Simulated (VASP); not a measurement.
# MoS (Fm-3m) in VASP: single point with PBE

Aim: the single point of MoS with PBE.

Program: VASP 6.6.1. These are calculated values, not measurements. Logs are shortened: lines on timing, memory, paths and dates and some standing lists are left out, and cuts for length are marked.

## 1. The cell of the first run

Symmetry: Fm-3m, No. 225, cubic system. The conventional cell has a = 5.410 Å, b = 5.410 Å, c = 5.410 Å, α = 90.00°, β = 90.00°, γ = 90.00°. Within 3.6 Å of Mo (site symmetry m-3m) lie 6 S at 2.70 Å. S (site symmetry m-3m) has 6 Mo at 2.70 Å within 3.6 Å.

## 2. Single point, PBE, collinear spin, ferromagnetic start

INCAR reads:

```
SYSTEM = MoS
PREC = Accurate ; ENCUT = 520
EDIFF = 1E-6 ; ISMEAR = 0
SIGMA = 0.1 ; LREAL = .FALSE.
LASPH = .TRUE. ; NELM = 150
ALGO = Normal ; ISIF = 2
LWAVE = .FALSE. ; LCHARG = .FALSE.
ISPIN = 2 ; MAGMOM = 3.5 0
LORBIT = 11 ; LMAXMIX = 4
GGA = PE ; NBANDS = 21
```

KPOINTS reads:

```
regular mesh
0
G
  14 14 14
  0 0 0
```

POSCAR reads:

```
MoS
1.0
    0.0000000000      2.7049926169      2.7049926169
    2.7049926169      0.0000000000      2.7049926169
    2.7049926169      2.7049926169      0.0000000000
Mo S
1 1
Direct
    0.0000000000      0.0000000000      0.0000000000
    0.5000000000      0.5000000000      0.5000000000
```

Potentials or basis: VASP PAW PBE potentials, release 64 (Mo_sv, S).

Command:

```sh
> cat potpaw_PBE.64/Mo_sv/POTCAR potpaw_PBE.64/S/POTCAR > POTCAR
> mpirun -np 1 vasp_std > vasp.out
```

OUTCAR:

```text
SYSTEM = MoS
   PREC = Accurate
   ENCUT = 520
   EDIFF = 1E-6
   ISMEAR = 0
   LREAL = .FALSE.
   LASPH = .TRUE.
   NELM = 150
   ISIF = 2
   ISPIN = 2
   LORBIT = 11
   GGA = PE

 ion  position               nearest neighbor table
   1  0.000  0.000  0.000-   2 2.70   2 2.70   2 2.70   2 2.70   2 2.70   2 2.70
   2  0.500  0.500  0.500-   1 2.70   1 2.70   1 2.70   1 2.70   1 2.70   1 2.70

  LATTYP: Found a face centered cubic cell.
 ALAT       =     5.4099852338

  Lattice vectors:

 A1 = (   0.0000000000,   2.7049926169,   2.7049926169)
 A2 = (   2.7049926169,   0.0000000000,   2.7049926169)
 A3 = (   2.7049926169,   2.7049926169,   0.0000000000)

Analysis of symmetry for initial positions (statically):
=====================================================================
 Subroutine PRICEL returns:
 Original cell was already a primitive cell.

 Routine SETGRP: Setting up the symmetry group for a
 face centered cubic supercell.

 Subroutine GETGRP returns: Found 48 space group operations
 (whereof 48 operations were pure point group operations)
 out of a pool of 48 trial point group operations.

The static configuration has the point symmetry O_h .

Analysis of symmetry for dynamics (positions and initial velocities):
=====================================================================
 Subroutine PRICEL returns:
 Original cell was already a primitive cell.

 Routine SETGRP: Setting up the symmetry group for a
 face centered cubic supercell.

 Subroutine GETGRP returns: Found 48 space group operations
 (whereof 48 operations were pure point group operations)
 out of a pool of 48 trial point group operations.

The dynamic configuration has the point symmetry O_h .

Analysis of structural, dynamic, and magnetic symmetry:
=====================================================================
 Subroutine PRICEL returns:
 Original cell was already a primitive cell.

 Routine SETGRP: Setting up the symmetry group for a
 face centered cubic supercell.

 Subroutine GETGRP returns: Found 48 space group operations
 (whereof 48 operations were pure point group operations)
 out of a pool of 48 trial point group operations.

The overall configuration has the point symmetry O_h .

 Subroutine INISYM returns: Found 48 space group operations
 (whereof 48 operations are pure point group operations),
 and found     1 'primitive' translations

----------------------------------------------------------------------------------------

                                     Primitive cell
[... 113 lines left out ...]
  Fermi-wavevector in a.u.,A,eV,Ry     =   1.303893  2.464001 23.131781  1.700138
  Thomas-Fermi vector in A             =   2.434865
   LORBIT       =     11    0 simple, 1 ext, 2 COOP (PROOUT), +10 PAW based schemes
   GGA     = PE    functional components
   LHFCALC =     F    Hartree Fock is set to
   AEXX    =    0.0000 exact exchange contribution
   IVDW    =     0    specifies the selected vdW correction
   LEPSILON=     F    determine dielectric tensor
   LRPA    =     F    only Hartree local field effects (RPA)
 spin polarized calculation
 Gauss-broadening in eV      SIGMA  =   0.10
  energy-cutoff  :      520.00
  volume of cell :       39.58
 maximum number of plane-waves:      1090
   NGX = 15   NGY = 15   NGZ = 15

 number of electron      20.0000001 magnetization       2.9056511

 Free energy of the ion-electron system (eV)
  ---------------------------------------------------
  ext. energy  EPLUGINS =         0.00000000
  ---------------------------------------------------
  free energy    TOTEN  =       -14.07232062 eV

  energy without entropy =      -14.06486991  energy(sigma->0) =      -14.06859526

 E-fermi :   7.9864     XC(G=0): -10.8647

 val. band max:        7.9827895313   @ k =   0.2857   0.0714   0.0000
 cond. band min:       7.9909405806   @ k =  -0.2857   0.3571   0.0714
 fundamental gap:      0.0081510493
 Fermi energy:         7.9863802705

 spin component 1

 k-point     1 :       0.0000    0.0000    0.0000
  band No.  band energies     occupation
      1     -53.9662      1.00000
      2     -28.1140      1.00000
      3     -28.1140      1.00000
      4     -28.1140      1.00000
      5      -6.7451      1.00000
      6       5.3101      1.00000
[... 565 lines left out ...]
     20      21.2749      0.00000
     21      23.8283      0.00000

 [... further k-points ...]

 spin component 2

 k-point     1 :       0.0000    0.0000    0.0000
  band No.  band energies     occupation
      1     -52.3144      1.00000
      2     -26.2877      1.00000
      3     -26.2877      1.00000
      4     -26.2877      1.00000
      5      -6.6093      1.00000
      6       5.3721      1.00000
[... 565 lines left out ...]
     20      21.8072      0.00000
     21      24.6675      0.00000

 [... further k-points ...]

------------------------ aborting loop because EDIFF is reached ----------------------------------------

  FORCE on cell =-STRESS in cart. coord.  units (eV):
  Direction    XX          YY          ZZ          XY          YZ          ZX
  --------------------------------------------------------------------------------------
  -------------------------------------------------------------------------------------
  Total       -3.4959822     -3.4959822     -3.4959822      0.0000000     -0.0000000     -0.0000000
  in kB     -141.4984069   -141.4984069   -141.4984069      0.0000000     -0.0000000     -0.0000000
  external PRESSURE =    -141.4984069 kB  Pullay stress =       0.0000000 kB

 VOLUME and BASIS-vectors are now :
 -----------------------------------------------------------------------------
  energy-cutoff  :      520.00
  volume of cell :       39.58
      direct lattice vectors                 reciprocal lattice vectors
     0.000000000  2.704992617  2.704992617    -0.184843388  0.184843388  0.184843388
     2.704992617  0.000000000  2.704992617     0.184843388 -0.184843388  0.184843388
     2.704992617  2.704992617  0.000000000     0.184843388  0.184843388 -0.184843388

 POSITION                                       TOTAL-FORCE (eV/Angst)
 -----------------------------------------------------------------------------------
      0.00000      0.00000      0.00000         0.000000      0.000000      0.000000
      2.70499      2.70499      2.70499         0.000000      0.000000     -0.000000
 -----------------------------------------------------------------------------------
    total drift:                                0.000000      0.000000      0.000000

  FREE ENERGIE OF THE ION-ELECTRON SYSTEM (eV)
  ---------------------------------------------------
  free  energy   TOTEN  =       -14.0723206170 eV

  energy  without entropy=      -14.0648699119  energy(sigma->0) =      -14.06859526

 total charge

# of ion       s       p       d       tot
------------------------------------------
    1        2.179   6.052   3.860  12.091
    2        1.314   2.337   0.000   3.650
--------------------------------------------------
tot          3.493   8.388   3.860  15.741

 magnetization (x)

# of ion       s       p       d       tot
------------------------------------------
    1        0.046   0.017   2.469   2.532
    2        0.005  -0.013   0.000  -0.008
--------------------------------------------------
tot          0.052   0.004   2.469   2.524
```

It took 2.4 min on 1 thread of Intel Xeon Platinum 8259CL at 2.50GHz (Skylake/Cascade Lake), shared host; peak memory 0.26 GiB.

What came out:

| Quantity | Value |
| --- | --- |
| Free energy | -14.0723 eV |
| Pressure | -14.1 GPa |
| Net moment | 2.91 μB per cell |
| Site moments | Mo +2.53; S -0.01 μB |
| Valence electrons inside the program's atomic spheres | Mo 12.09; S 3.65 |
